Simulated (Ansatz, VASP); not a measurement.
## Sc in VASP and in Ansatz

```xyz
2
Lattice="3.2271 0.0000 0.0000 -1.6136 2.7948 0.0000 0.0000 0.0000 4.9887" Properties=species:S:1:pos:R:3 pbc="T T T"
Sc    0.0000    1.8632    3.7415
Sc    1.6136    0.9316    1.2472
```

Alike in both runs: functional LDA; k mesh 14 × 14 × 8; occupations gaussian, width 0.05 eV; no spin polarisation.

Ansatz relaxed the structure, and its values are those at the end. VASP's run is a single point on that final structure, the one shown.

```csv
,VASP,Ansatz
version,VASP 6.6.1,Ansatz 0.2.0
potentials or method,"VASP PAW LDA potentials, release 64 (Sc_sv), cutoff 520 eV","scalar-relativistic, plane waves, PAW"
valence electrons in the cell,22,22
```

VASP gave:

* pressure (GPa): 0.1

**Question.** Which values does Ansatz return?

**Answer.** Pressure (GPa): 0.0.

LDA's correlation is that of Perdew and Zunger in VASP and of Perdew and Wang (1992) in Ansatz.
